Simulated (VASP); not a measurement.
Write the native input for VASP 6.6.1 that does the following.

| Item | Value |
| --- | --- |
| Task | single point |
| Functional | r2SCAN |
| Potentials or basis | VASP PAW PBE potentials, release 64 (Hf_pv, O) |
| Cutoff | 520 eV |
| k mesh | 6 × 6 × 6 |
| Occupations | gaussian, width 0.02 eV |
| Spin | no spin polarisation |
| Dipole correction | no |
| Further INCAR settings | ALGO = Normal; EDIFF = 1e-06; NBANDS = 56 |

Crystal: HfO2.

```
Hf O
1.0
     5.11419    0.00000   -0.00625
     0.00000    5.18172    0.00000
    -0.86439    0.00000    5.22446
Hf O
4 8
Direct
  0.27620 0.04183 0.20821
  0.72380 0.54183 0.29179
  0.72380 0.95817 0.79179
  0.27620 0.45817 0.70821
  0.44795 0.75765 0.47850
  0.55205 0.25765 0.02150
  0.55205 0.24235 0.52150
  0.44795 0.74235 0.97850
  0.07006 0.33377 0.34402
  0.92994 0.83377 0.15598
  0.92994 0.66623 0.65598
  0.07006 0.16623 0.84402
```

These files were run (other wordings do the same):

POSCAR

```
HfO2
1.0
    5.1141923051      0.0000000000     -0.0062510668
    0.0000000000      5.1817225360      0.0000000000
   -0.8643893346      0.0000000000      5.2244559549
Hf O
4 8
Direct
    0.2761998592      0.0418318878      0.2082101772
    0.7238001408      0.5418318878      0.2917898228
    0.7238001408      0.9581681122      0.7917898228
    0.2761998592      0.4581681122      0.7082101772
    0.4479533834      0.7576521334      0.4784979483
    0.5520466166      0.2576521334      0.0215020517
    0.5520466166      0.2423478666      0.5215020517
    0.4479533834      0.7423478666      0.9784979483
    0.0700607358      0.3337739749      0.3440210001
    0.9299392642      0.8337739749      0.1559789999
    0.9299392642      0.6662260251      0.6559789999
    0.0700607358      0.1662260251      0.8440210001
```

INCAR.step1

```
SYSTEM = HfO2
PREC = Accurate
ENCUT = 520
ISMEAR = 0
SIGMA = 0.02
LREAL = .FALSE.
LASPH = .TRUE.
NELM = 100
NBANDS = 56
GGA = PE
ALGO = Normal
EDIFF = 1E-4
LWAVE = .TRUE.
LCHARG = .FALSE.
```

INCAR.step2

```
SYSTEM = HfO2
PREC = Accurate
ENCUT = 520
EDIFF = 1E-6
ISMEAR = 0
SIGMA = 0.02
LREAL = .FALSE.
LASPH = .TRUE.
NELM = 100
ALGO = Normal
ISIF = 2
LWAVE = .FALSE.
LCHARG = .FALSE.
METAGGA = R2SCAN
LMIXTAU = .TRUE.
NBANDS = 56
ISTART = 1
```

KPOINTS

```
regular mesh
0
G
  6 6 6
  0 0 0
```

Potentials or basis: VASP PAW PBE potentials, release 64 (Hf_pv, O).

The run is started by

```sh
$ cat potpaw_PBE.64/Hf_pv/POTCAR potpaw_PBE.64/O/POTCAR > POTCAR
$ cp INCAR.step1 INCAR
$ mpirun -np 1 vasp_std > vasp.out
$ cp INCAR.step2 INCAR
$ mpirun -np 1 vasp_std > vasp.out
```

It gave:

The pressure is -3.4 GPa. The largest force is 0.100 eV/Å and the band gap on the k mesh is 4.55 eV (least direct gap 4.64 eV).

Caveat: the cell stands under tension; the PAW data sets were made with another functional, which shifts forces and pressure a little; spin-orbit coupling is left out, which moves the levels of the heavy elements.

It took 100 min on 1 thread of Oxide Virtual Turin-like Processor, on a shared host, peak memory 0.53 GiB.
